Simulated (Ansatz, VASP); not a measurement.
## Ta2Si2O in VASP and in Ansatz

The input INCAR:

```
SYSTEM = Ta2Si2O
PREC = Accurate
ENCUT = 520
EDIFF = 1E-6
ISMEAR = 0
SIGMA = 0.1
LREAL = .FALSE.
LASPH = .TRUE.
NELM = 60
ALGO = Normal
ISIF = 2
LWAVE = .FALSE.
LCHARG = .FALSE.
LDIPOL = .TRUE.
IDIPOL = 3
DIPOL = 0.5 0.5 0.500
GGA = PE
NBANDS = 26
```

KPOINTS

```
Automatic mesh
0
G
  4 4 1
  0 0 0
```

POSCAR

```
Ta2Si2O
1.0
    4.0802669100      0.0000000000      0.0000000000
    0.0000000000      4.0802669100      0.0000000000
    0.0000000000      0.0000000000     19.0000000000
Ta Si O
2 2 1
Direct
    0.0000000000      0.5000000000      0.5000000000
    0.5000000000      0.0000000000      0.5000000000
    0.0000000000      0.0000000000      0.6124868900
    0.0000000000      0.0000000000      0.3875131100
    0.5000000000      0.5000000000      0.5000000000
```

Input for Ansatz:

```yaml
crystal:
  lattice:
    - [4.08026691, 0.0, 0.0]
    - [0.0, 4.08026691, 0.0]
    - [0.0, 0.0, 19.0]
  atoms:
    - { symbol: Ta, position: [0.0, 0.5, 0.5] }
    - { symbol: Ta, position: [0.5, 0.0, 0.5] }
    - { symbol: Si, position: [0.0, 0.0, 0.61248689] }
    - { symbol: Si, position: [0.0, 0.0, 0.38751311] }
    - { symbol: O, position: [0.5, 0.5, 0.5] }
  periodic: [true, true, false]
basis:
  ecutwfc: 420
kpoints:
  mp_grid: { grid: [4, 4, 1] }
hamiltonian:
  xc: pbe
scf:
  occupations: { method: gaussian, width: 0.1 }
  lower_state_search: "off"
output:
  forces: true
  stress: true
  eigenvalues: true
```

Change from the starting cell: species swapped into a sheet of the Ti2Bi2O type.

Alike in both runs: task single point; functional PBE; k mesh 4 × 4 × 1; occupations gaussian, width 0.1 eV; no spin polarisation.

```csv
,VASP,Ansatz
version,VASP 6.6.1,Ansatz 0.2.0
potentials or method,"VASP PAW PBE potentials, release 64 (Ta_pv, Si, O), cutoff 520 eV","scalar-relativistic, plane waves, PAW"
valence electrons in the cell,36,40
```

|  | VASP | Ansatz | Ansatz less VASP |
| --- | --- | --- | --- |
| gap on the k mesh at the Fermi level (eV) | none | none | - |
| rms of the force components (eV/Å) | 0.931 | 0.934 | +0.0031 |

Atom by atom the forces differ by 0.003 eV/Å (rms over components). A gap of «none» marks a metal or a gap that the smearing closes. The functional is the same, so the differences come from potentials, cutoffs and numerics. VASP's potentials hold 36 valence electrons a cell and Ansatz's 40, so a difference there can come from the potentials and not from the codes. Ansatz's warnings: slab cell height set.

The k mesh is coarse, so the values compare programs but aren't converged. Spin-orbit coupling is off throughout.
